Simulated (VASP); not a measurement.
# Sc7As (P-6m2) in VASP: notebook

Runs on Sc7As. Level: PBE. Tasks: relaxation of cell and atoms.

Program: VASP 6.6.1. These are calculated values, not measurements. Logs are shortened: lines on timing, memory, paths and dates and some standing lists are left out, and cuts for length are marked.

## Step 1: The cell of the first run

The structure is hexagonal, space group P-6m2 (No. 187). The conventional cell has a = 6.702 Å, b = 6.702 Å, c = 5.245 Å, α = 90.00°, β = 90.00°, γ = 120.00°. Within 4.3 Å of Sc (site symmetry mm2) lie 10 Sc at 3.23 to 3.44 Å and 2 As at 3.35 Å. Within 4.3 Å of Sc (site symmetry mm2) lie 10 Sc at 3.23 to 3.41 Å and 2 As at 3.28 Å. Sc (site symmetry -6m2) has 12 Sc at 3.29 to 3.35 Å within 4.3 Å. Within 4.3 Å of As (site symmetry -6m2) lie 12 Sc at 3.28 to 3.35 Å.

The cell was generated, and may not be a known phase.

## Step 2: Relaxation of cell and atoms, PBE

INCAR

```
PREC     = Accurate       # precision mode
ENCUT    = 600            # plane-wave cutoff, eV
EDIFF    = 1E-6           # SCF threshold, eV
ISMEAR   = 0              # smearing method
SIGMA    = 0.2            # smearing width, eV
LREAL    = False          # projectors in reciprocal space
LASPH    = True           # aspherical terms in the spheres
NELM     = 60             # most SCF steps
ALGO     = Normal         # electronic algorithm
ISIF     = 3              # what is computed and relaxed
LWAVE    = False          # write WAVECAR
LCHARG   = False          # write CHGCAR
GGA      = PE             # functional
IBRION   = 2              # ionic algorithm
NSW      = 36             # ionic steps
EDIFFG   = -0.08          # ionic threshold
```

KPOINTS

```
regular mesh
0
Gamma
  3 3 3
```

POSCAR

```
Sc7As
1.0
    6.7023181200      0.0000000000      0.0000000000
   -3.3511590600      5.8043777500      0.0000000000
    0.0000000000      0.0000000000      5.2454271800
Sc As
7 1
Direct
    0.0084132500      0.5042066200      0.0000000000
    0.4957933800      0.9915867500      0.0000000000
    0.4957933800      0.5042066200      0.0000000000
    0.1697076500      0.8302923500      0.5000000000
    0.1697076500      0.3394153000      0.5000000000
    0.6605847000      0.8302923500      0.5000000000
    0.6666666700      0.3333333300      0.5000000000
    0.0000000000      0.0000000000      0.0000000000
```

Potentials or basis: VASP PAW PBE potentials, release 64 (Sc_sv, As).

Launch:

```
$ cat potpaw_PBE.64/Sc_sv/POTCAR potpaw_PBE.64/As/POTCAR > POTCAR
$ mpirun -np 1 vasp_std > vasp.out
```

OUTCAR:

```text
PREC = Accurate
   ENCUT = 600
   EDIFF = 1E-6
   ISMEAR = 0
   LREAL = False
   LASPH = True
   NELM = 60
   ISIF = 3
   GGA = PE
   IBRION = 2
   NSW = 36
   EDIFFG = -0.08

 ion  position               nearest neighbor table
   1  0.008  0.504  0.000-   5 3.23   5 3.23   4 3.23   4 3.23   2 3.27   3 3.27   7 3.29   7 3.29

   2  0.496  0.992  0.000-   6 3.23   6 3.23   4 3.23   4 3.23   1 3.27   3 3.27   7 3.29   7 3.29

   3  0.496  0.504  0.000-   6 3.23   6 3.23   5 3.23   5 3.23   2 3.27   1 3.27   7 3.29   7 3.29

   4  0.170  0.830  0.500-   1 3.23   1 3.23   2 3.23   2 3.23   5 3.29   6 3.29   7 3.35   7 3.35
                             5 3.41   6 3.41
   5  0.170  0.339  0.500-   1 3.23   1 3.23   3 3.23   3 3.23   4 3.29   6 3.29   7 3.35   7 3.35
                             4 3.41   6 3.41
   6  0.661  0.830  0.500-   2 3.23   2 3.23   3 3.23   3 3.23   5 3.29   4 3.29   7 3.35   7 3.35
                             5 3.41   4 3.41
   7  0.667  0.333  0.500-   2 3.29   2 3.29   3 3.29   3 3.29   1 3.29   1 3.29   6 3.35   5 3.35
                             4 3.35   4 3.35   6 3.35   5 3.35
   8  0.000  0.000  0.000-

  LATTYP: Found a hexagonal cell.
 ALAT       =     6.7023181200
 C/A-ratio  =     0.7826287989

  Lattice vectors:

 A1 = (   6.7023181200,   0.0000000000,   0.0000000000)
 A2 = (  -3.3511590600,   5.8043777500,   0.0000000000)
 A3 = (   0.0000000000,   0.0000000000,   5.2454271800)

Analysis of symmetry for initial positions (statically):
=====================================================================
 Subroutine PRICEL returns:
 Original cell was already a primitive cell.

 Routine SETGRP: Setting up the symmetry group for a
 hexagonal supercell.

 Subroutine GETGRP returns: Found 12 space group operations
 (whereof 12 operations were pure point group operations)
 out of a pool of 24 trial point group operations.

The static configuration has the point symmetry D_3h.

Analysis of symmetry for dynamics (positions and initial velocities):
=====================================================================
 Subroutine PRICEL returns:
 Original cell was already a primitive cell.

 Routine SETGRP: Setting up the symmetry group for a
 hexagonal supercell.

 Subroutine GETGRP returns: Found 12 space group operations
 (whereof 12 operations were pure point group operations)
 out of a pool of 24 trial point group operations.

The dynamic configuration has the point symmetry D_3h.

 Subroutine INISYM returns: Found 12 space group operations
 (whereof 12 operations are pure point group operations),
 and found     1 'primitive' translations

----------------------------------------------------------------------------------------

                                     Primitive cell

  volume of cell :     204.0617

  direct lattice vectors                    reciprocal lattice vectors
     6.702318120  0.000000000  0.000000000     0.149202109  0.086141878  0.000000000
    -3.351159060  5.804377750  0.000000000     0.000000000  0.172283756  0.000000000
     0.000000000  0.000000000  5.245427180     0.000000000  0.000000000  0.190642242

  length of vectors
     6.702318120  6.702318115  5.245427180     0.172283756  0.172283756  0.190642242

  position of ions in fractional coordinates (direct lattice)
     0.008413250  0.504206620  0.000000000
     0.495793380  0.991586750  0.000000000
     0.495793380  0.504206620  0.000000000
     0.169707650  0.830292350  0.500000000
     0.169707650  0.339415300  0.500000000
     0.660584700  0.830292350  0.500000000
     0.666666670  0.333333330  0.500000000
     0.000000000  0.000000000  0.000000000

  ion indices of the primitive-cell ions
   primitive index   ion index
                 1           1
                 2           2
                 3           3
                 4           4
                 5           5
                 6           6
                 7           7
                 8           8

----------------------------------------------------------------------------------------

 KPOINTS: regular mesh

Automatic generation of k-mesh.
 Grid dimensions read from file:
 generate k-points for:    3    3    3

 Generating k-lattice:

  Cartesian coordinates                     Fractional coordinates (reciprocal lattice)
     0.049734036  0.028713959  0.000000000     0.333333333  0.000000000  0.000000000
     0.000000000  0.057427919  0.000000000     0.000000000  0.333333333  0.000000000
     0.000000000  0.000000000  0.063547414     0.000000000  0.000000000  0.333333333

  Length of vectors
     0.057427919  0.057427919  0.063547414

  Shift w.r.t. Gamma in fractional coordinates (k-lattice)
     0.000000000  0.000000000  0.000000000

 Subroutine IBZKPT returns following result:
 ===========================================

 Found      6 irreducible k-points:

 Following reciprocal coordinates:
            Coordinates               Weight
  0.000000  0.000000  0.000000      1.000000
  0.333333  0.000000  0.000000      6.000000
  0.333333  0.333333  0.000000      2.000000
  0.000000  0.000000  0.333333      2.000000
  0.333333  0.000000  0.333333     12.000000
  0.333333  0.333333  0.333333      4.000000
   k-points           NKPTS =      6   k-points in BZ     NKDIM =      6   number of bands    NBANDS=     49
   number of dos      NEDOS =    301   number of ions     NIONS =      8
   total plane-waves  NPLWV = 122472
   dimension x,y,z NGX =    54 NGY =   54 NGZ =   42
   dimension x,y,z NGXF=   108 NGYF=  108 NGZF=   84
   ions per type =               7   1
   NGX,Y,Z   is equivalent  to a cutoff of  13.39, 13.39, 13.31 a.u.
   NGXF,Y,Z  is equivalent  to a cutoff of  26.79, 26.79, 26.62 a.u.
 SYSTEM =  unknown system
   PREC   = accura    normal or accurate (medium, high low for compatibility)
   ISTART =      0    job   : 0-new  1-cont  2-samecut
   ICHARG =      2    charge: 1-file 2-atom 10-const
   ISPIN  =      1    spin polarized calculation?
   LNONCOLLINEAR =      F non collinear calculations
   LSORBIT =      F    spin-orbit coupling
   LASPH  =      T    aspherical Exc in radial PAW
   ENCUT  =  600.0 eV  44.10 Ry    6.64 a.u.  13.39 13.39 10.48*2*pi/ulx,y,z
   NELM   =     60;   NELMIN=  2; NELMDL= -5     # of ELM steps
   EDIFF  = 0.1E-05   stopping-criterion for ELM
   LREAL  =      F    real-space projection
   EDIFFG = -.8E-01   stopping-criterion for IOM
   NSW    =     36    number of steps for IOM
   IBRION =      2    ionic relax: 0-MD 1-quasi-New 2-CG
   NFREE  =      1    steps in history (QN), initial steepest desc. (CG)
   ISIF   =      3    stress and relaxation
   ISYM   =      2    0-nonsym 1-usesym 2-fastsym
   POTIM  = 0.5000    time-step for ionic-motion
   TEBEG  =    0.0;   TEEND  =   0.0 temperature during run
   PSTRESS=    0.0 pullay stress
   NELECT =      82.0000    total number of electrons
   NUPDOWN=      -1.0000    fix difference up-down
   EMIN   =  10.00;   EMAX   =-10.00  energy-range for DOS
   EFERMI =   0.00;   METHOD = LEGACY
   ISMEAR =     0;   SIGMA  =   0.20  broadening in eV -4-tet -1-fermi 0-gaus
   EFERMI_NEDOS =   21; number of points for ismear=-14 and -15
   IALGO  =     38    algorithm
   IMIX   =      4    mixing-type and parameters
     AMIX     =   0.40;   BMIX     =  1.00
     AMIX_MAG =   1.60;   BMIX_MAG =  1.00
  volume/ion in A,a.u.               =      25.51       172.13
  Fermi-wavevector in a.u.,A,eV,Ry     =   1.208070  2.282922 19.856808  1.459434
  Thomas-Fermi vector in A             =   2.343689
   LORBIT       =      0    0 simple, 1 ext, 2 COOP (PROOUT), +10 PAW based schemes
   GGA     = PE    functional components
   LHFCALC =     F    Hartree Fock is set to
   AEXX    =    0.0000 exact exchange contribution
   IVDW    =     0    specifies the selected vdW correction
   LEPSILON=     F    determine dielectric tensor
   LRPA    =     F    only Hartree local field effects (RPA)
 conjugate gradient relaxation of ions
 non-spin polarized calculation
 Gauss-broadening in eV      SIGMA  =   0.20
  energy-cutoff  :      600.00
  volume of cell :      204.06
 maximum number of plane-waves:      6834
 NGX is ok and might be reduce to    54
   NGX = 27   NGY = 27   NGZ = 21

--------------------------------------- Ionic step        1  -------------------------------------------

 number of electron      82.0000007 magnetization

 Free energy of the ion-electron system (eV)
  ---------------------------------------------------
  ext. energy  EPLUGINS =         0.00000000
  ---------------------------------------------------
  free energy    TOTEN  =       -49.51485129 eV

  energy without entropy =      -49.21472342  energy(sigma->0) =      -49.36478735

 E-fermi :   3.6657     XC(G=0):  -9.6923

 val. band max:        3.6393360454   @ k =   0.3333   0.3333   0.3333
 cond. band min:       3.6697924310   @ k =   0.3333   0.0000   0.3333
 fundamental gap:      0.0304563856
 Fermi energy:         3.6657193370

 k-point     1 :       0.0000    0.0000    0.0000
  band No.  band energies     occupation
      1     -46.0668      2.00000
      2     -46.0334      2.00000
      3     -46.0334      2.00000
      4     -46.0169      2.00000
      5     -46.0048      2.00000
      6     -46.0048      2.00000
[... 508 lines left out ...]
  energy  without entropy=      -49.7974047161  energy(sigma->0) =      -49.93049777

--------------------------------------- Ionic step        6  -------------------------------------------

 number of electron      81.9999998 magnetization

 Free energy of the ion-electron system (eV)
  ---------------------------------------------------
  ext. energy  EPLUGINS =         0.00000000
  ---------------------------------------------------
  free energy    TOTEN  =       -50.06886812 eV

  energy without entropy =      -49.79972631  energy(sigma->0) =      -49.93429721

 E-fermi :   4.3515     XC(G=0): -10.1519

 val. band max:        4.3489947548   @ k =   0.0000   0.0000   0.3333
 cond. band min:       4.3611036197   @ k =   0.3333   0.0000   0.3333
 fundamental gap:      0.0121088649
 Fermi energy:         4.3515255918

 k-point     1 :       0.0000    0.0000    0.0000
  band No.  band energies     occupation
      1     -45.0804      2.00000
      2     -45.0269      2.00000
      3     -45.0269      2.00000
      4     -45.0177      2.00000
      5     -44.9931      2.00000
      6     -44.9931      2.00000
[... 336 lines left out ...]
  FREE ENERGIE OF THE ION-ELECTRON SYSTEM (eV)
  ---------------------------------------------------
  free  energy   TOTEN  =       -50.0688681178 eV

  energy  without entropy=      -49.7997263080  energy(sigma->0) =      -49.93429721

 reached required accuracy - stopping structural energy minimisation
```

It took 4.2 min on 1 thread of Intel Xeon 6975P-C (Granite Rapids), shared host; peak memory 0.38 GiB.

What came out:

| Item | Value |
| --- | --- |
| Free energy | -50.0689 eV |
| Relaxed volume | 22.79 Å³/atom |
| Relaxed cell | a = 6.437 Å, b = 6.437 Å, c = 5.082 Å, α = 90.00°, β = 90.00°, γ = 120.00° |
| Space group after relaxing (to 0.1 Å) | P-6m2 (No. 187) |
| Energy gained by relaxing | 69.3 meV/atom |
| Ionic steps | 6 |
| Pressure after relaxing | -0.2 GPa |
| Largest force after relaxing | 0.043 eV/Å |
| Band gap on the k mesh | zero (bands 41 and 42 overlap by 0.57 eV) |

Forces on the atoms (eV/Å):
```
Sc   0.021  0.012  0.000
Sc   0.000 -0.024  0.000
Sc  -0.021  0.012  0.000
Sc  -0.038  0.022  0.000
Sc   0.000 -0.043  0.000
Sc   0.038  0.022  0.000
Sc   0.000  0.000  0.000
As   0.000  0.000  0.000
```

Stress tensor (GPa, compression positive):
```
-0.06  0.00  0.00
 0.00 -0.06  0.00
 0.00  0.00 -0.49
```

The path:
```tsv
step	energy change (eV)	largest force (eV/Å)	pressure (GPa)	volume (Å³)
1	0.0000	0.5401	-5.18	204.06
2	-0.4563	0.5636	0.52	180.66
3	-0.4563	0.5640	0.55	180.56
4	-0.5210	0.3437	0.44	180.52
5	-0.5487	0.0750	0.41	180.48
6	-0.5540	0.0434	-0.21	182.35
```

Final structure:
```
Sc As
1.0
     6.43652    0.00000    0.00000
    -3.21826    5.57419    0.00000
     0.00000    0.00000    5.08234
Sc As
7 1
Direct
  0.99478 0.49739 0.00000
  0.50261 0.00522 0.00000
  0.50261 0.49739 0.00000
  0.16140 0.83860 0.50000
  0.16140 0.32281 0.50000
  0.67719 0.83860 0.50000
  0.66667 0.33333 0.50000
  0.00000 0.00000 0.00000
```

Levels at points of the mesh, in eV from the Fermi level:
```tsv
k point	band 39	band 40	band 41	band 42	band 43	band 44
(0.00, 0.00, 0.00)	-0.80	-0.61	-0.61	-0.52	-0.15	0.94
```

Caveat: the k points lie up to 0.41 Å⁻¹ apart in the final cell, too coarse for converged energies and pressures of a metal; the relaxation stopped at a loose force limit of 0.08 eV/Å, so its end isn't a converged minimum.

## Step 3: Relaxation of cell and atoms, PBE

This run uses another cell than the first one, of 22.40 Å³/atom.

INCAR

```
ALGO = Normal ; EDIFF = 1E-7
EDIFFG = -0.08 ; ENCUT = 600
GGA = PE ; IBRION = 2
ISIF = 3 ; ISMEAR = 0
LASPH = True ; LCHARG = False
LREAL = False ; LWAVE = False
NELM = 100 ; NSW = 36
PREC = Accurate ; SIGMA = 0.2
```

KPOINTS

```
k-points
0
Gamma
  6 6 1
```

POSCAR

```
Sc7As
1.0
    3.3000000000      0.0000000000      0.0000000000
   -1.6500000000      2.8578838300      0.0000000000
    0.0000000000      0.0000000000     19.0000000000
Sc As
7 1
Direct
    0.0000000000      0.0000000000      0.3630000000
    0.6666666700      0.3333333300      0.5000000000
    0.0000000000      0.0000000000      0.6370000000
    0.6666666700      0.3333333300      0.7740000000
    0.0000000000      0.0000000000      0.9110000000
    0.0000000000      0.0000000000      0.0890000000
    0.6666666700      0.3333333300      0.2260000000
    0.3333333300      0.6666666700      0.0000000000
```

Potentials or basis: VASP PAW PBE potentials, release 64 (Sc_sv, As).

Launch:

```
$ cat potpaw_PBE.64/Sc_sv/POTCAR potpaw_PBE.64/As/POTCAR > POTCAR
$ mpirun -np 1 vasp_std > vasp.out
```

It took 13 min on 1 thread of Intel Xeon 6975P-C (Granite Rapids), shared host; peak memory 0.38 GiB.

It converged, with:

```yaml
Free_energy: -50.1203 eV
Relaxed_volume: 23.94 Å³/atom
Relaxed_cell: a = 3.379 Å, b = 3.379 Å, c = 19.363 Å, α = 90.00°, β = 90.00°, γ = 120.00°
Space_group_after_relaxing_to_0.1_Å: P-6m2 (No. 187)
Energy_gained_by_relaxing: 77.3 meV/atom
Ionic_steps: 13
Pressure_after_relaxing: 0.2 GPa
Largest_force_after_relaxing: 0.028 eV/Å
Band_gap_on_the_k_mesh: zero (bands 41 and 42 overlap by 1.01 eV)
```

Forces on the atoms (eV/Å):
```
Sc   0.000  0.000  0.028
Sc   0.000  0.000  0.000
Sc   0.000  0.000 -0.028
Sc   0.000  0.000 -0.025
Sc   0.000  0.000  0.021
Sc   0.000  0.000 -0.021
Sc   0.000  0.000  0.025
As   0.000  0.000  0.000
```

Stress tensor (GPa, compression positive):
```
0.15 0.00 0.00
0.00 0.15 0.00
0.00 0.00 0.27
```

The path:
| step | energy change (eV) | largest force (eV/Å) | pressure (GPa) | volume (Å³) |
| --- | --- | --- | --- | --- |
| 1 | 0.0000 | 1.5395 | 7.49 | 179.19 |
| 2 | -0.3935 | 0.3573 | -3.07 | 207.73 |
| 3 | -0.4888 | 0.3664 | -0.36 | 198.19 |
| 4 | -0.5139 | 0.3358 | -0.26 | 197.31 |
| 5 | -0.5582 | 0.2204 | 0.10 | 194.69 |
| 6 | -0.5622 | 0.1777 | 0.28 | 193.53 |
| 7 | -0.5856 | 0.1988 | -0.30 | 194.53 |
| 8 | -0.5941 | 0.2187 | -0.86 | 195.56 |
| 9 | -0.6079 | 0.2001 | -0.42 | 193.61 |
| 10 | -0.6112 | 0.1853 | -0.08 | 192.22 |
| 11 | -0.6113 | 0.1837 | -0.04 | 192.07 |
| 12 | -0.6145 | 0.1431 | 0.02 | 191.92 |
| 13 | -0.6184 | 0.0280 | 0.19 | 191.49 |

Final structure:
```
Sc As
1.0
     3.37928    0.00000    0.00000
    -1.68964    2.92654    0.00000
     0.00000    0.00000   19.36276
Sc As
7 1
Direct
  0.00000 0.00000 0.36708
  0.66667 0.33333 0.50000
  0.00000 0.00000 0.63292
  0.66667 0.33333 0.76408
  0.00000 0.00000 0.90075
  0.00000 0.00000 0.09925
  0.66667 0.33333 0.23592
  0.33333 0.66667 0.00000
```

Levels at points of the mesh, in eV from the Fermi level:
| k point | band 39 | band 40 | band 41 | band 42 | band 43 | band 44 |
| --- | --- | --- | --- | --- | --- | --- |
| (0.00, 0.00, 0.00) | 0.45 | 0.66 | 0.71 | 1.16 | 1.31 | 1.40 |
| (0.50, 0.00, 0.00) | -0.46 | -0.40 | -0.37 | -0.19 | -0.16 | 0.00 |

Caveat: the k points lie up to 0.36 Å⁻¹ apart in the final cell, too coarse for converged energies and pressures of a metal.

The gap in the log of VASP goes by the Fermi energy; the results here count the filled bands.